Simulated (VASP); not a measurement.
Write the native input for VASP 6.6.1 that does the following.

```yaml
Task: relaxation of cell and atoms
Functional: PBE
Potentials_or_basis: VASP PAW PBE potentials, release 64 (Mg, Cd, S)
Cutoff: 600 eV
k_mesh: 4 × 4 × 4
Occupations: gaussian, width 0.1 eV
Spin: no spin polarisation
Dipole_correction: no
Further_INCAR_settings: ALGO = Normal; EDIFF = 1e-07; IBRION = 2; EDIFFG = -0.04; NSW = 90; ISIF = 3
```

The structure of MgCd3S4 lies in POSCAR:

```
MgCd3S4
1.0
   -2.8409150000      2.8409150000      5.6818300000
    2.8409150000     -2.8409150000      5.6818300000
    2.8409150000      2.8409150000     -5.6818300000
Mg Cd S
1 3 4
Direct
    0.5000000000      0.5000000000      0.0000000000
    0.0000000000      0.0000000000      0.0000000000
    0.7500000000      0.2500000000      0.5000000000
    0.2500000000      0.7500000000      0.5000000000
    0.7500000000      0.7500000000      0.0000000000
    0.5000000000      0.0000000000      0.5000000000
    0.2500000000      0.2500000000      0.0000000000
    0.0000000000      0.5000000000      0.5000000000
```

One way to write it, as run:

INCAR

```
SYSTEM = MgCd3S4
PREC = Accurate ; ENCUT = 600
EDIFF = 1E-7 ; ISMEAR = 0
SIGMA = 0.1 ; LREAL = .FALSE.
LASPH = .TRUE. ; NELM = 80
ALGO = Normal ; ISIF = 3
LWAVE = .FALSE. ; LCHARG = .FALSE.
GGA = PE ; IBRION = 2
NSW = 90 ; EDIFFG = -0.04
```

KPOINTS

```
Automatic mesh
0
G
  4 4 4
  0 0 0
```

Potentials or basis: VASP PAW PBE potentials, release 64 (Mg, Cd, S).

Command:

```sh
$ cat potpaw_PBE.64/Mg/POTCAR potpaw_PBE.64/Cd/POTCAR potpaw_PBE.64/S/POTCAR > POTCAR
$ mpirun -np 1 vasp_std > vasp.out
```

It gave:

| Property | Result |
| --- | --- |
| Relaxed volume | 20.20 Å³/atom |
| Relaxed cell | a = 6.674 Å, b = 6.674 Å, c = 6.674 Å, α = 131.87°, β = 131.87°, γ = 70.44° |
| Space group after relaxing (to 0.1 Å) | I4/mmm (No. 139) |
| Energy gained by relaxing | 70.1 meV/atom |
| Ionic steps | 8 |
| Pressure after relaxing | 0.0 GPa |
| Largest force after relaxing | 0.004 eV/Å |
| Band gap on the k mesh | 0.25 eV (least direct gap 1.15 eV) |

Caveat: semilocal functionals underestimate gaps, and a narrow one can read as zero.

Wall time 6.9 min on 1 thread of AMD EPYC 9R45 96-Core Processor (Zen 5) (shared host), peak memory 0.48 GiB.
